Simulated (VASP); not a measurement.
**HfC: single point with PBE**

The system is HfC.

```
CELL_PARAMETERS angstrom
0.00000 2.60986 1.84517
2.60986 0.00000 1.84517
2.60986 2.60986 0.00000
ATOMIC_POSITIONS crystal
Hf 0.50000 0.50000 0.50000
C 0.00000 0.00000 0.00000
```

This cell differs from its parent crystal: ratio of the length along z to the lengths across it x 0.707, volume and fractional coordinates fixed.

| Property | Result |
| --- | --- |
| Program | VASP 6.6.1 |
| Task | single point |
| Functional | PBE |
| Potentials or basis | VASP PAW PBE potentials, release 64 (Hf_pv, C) |
| Cutoff | 520 eV |
| k mesh | 20 × 20 × 20 |
| Occupations | gaussian, width 0.15 eV |
| Spin | no spin polarisation |
| Dipole correction | no |
| Further INCAR settings | ALGO = Normal; EDIFF = 1e-06; NBANDS = 14 |

```
Pressure               : 52.0 GPa
Band gap on the k mesh : zero (band 7 reaches 7.16 eV, above the bottom of band 8 at 4.52 eV)
```

Stress tensor (GPa, compression positive):
```
-22.48   0.00   0.00
  0.00 -22.48   0.00
  0.00   0.00 200.92
```

Levels at points of the mesh, in eV from the Fermi level:
```
           k point  band 4  band 5  band 6  band 7  band 8  band 9  band 10  band 11
(0.00, 0.00, 0.00)  -13.18   -0.79   -0.48   -0.48    0.38    0.38     0.60     3.11
(0.50, 0.00, 0.00)   -8.06   -6.82   -4.83   -4.78    3.26    5.30     6.19     7.45
(0.50, 0.50, 0.00)  -11.63   -2.89   -2.06   -2.06    1.10    5.24     5.24     5.67
(0.50, 0.00, 0.50)  -11.91   -4.12   -1.39   -0.84    1.52    2.49     4.35     6.01
```

Run time: 5.5 min on 1 thread of AMD EPYC 7R43 64-Core Processor (Zen 3), on a shared host, peak memory 0.3 GiB.

Caveat: spin-orbit coupling is left out, which moves the levels of the heavy elements.
